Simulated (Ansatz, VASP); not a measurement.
# One calculation of Al2Pt, two programs

```xyz
3
Lattice="0.0000 2.9550 2.9550 2.9550 0.0000 2.9550 2.9550 2.9550 0.0000" Properties=species:S:1:pos:R:3 pbc="T T T"
Al    1.4775    1.4775    1.4775
Al    4.4325    4.4325    4.4325
Pt    0.0000    0.0000    0.0000
```

Alike in both runs: task single point; functional PBE; k mesh 7 × 7 × 7; no spin polarisation.

|  | VASP | Ansatz |
| --- | --- | --- |
| version | VASP 6.6.1 | Ansatz 0.2.0 |
| potentials or method | VASP PAW PBE potentials, release 64 (Al, Pt), cutoff 520 eV | plane waves, PAW |
| occupations | methfessel-paxton of order 1, width 0.1 eV | cold, width 0.1 eV |
| valence electrons in the cell | 16 | 24 |

VASP gave:

```
pressure (GPa) : 2.4
```

What did Ansatz give for the same quantities?

Pressure (GPa): 2.5.

VASP's potentials hold 16 valence electrons a cell and Ansatz's 24, so a difference there can come from the potentials and not from the codes.

Spin-orbit coupling is off throughout.
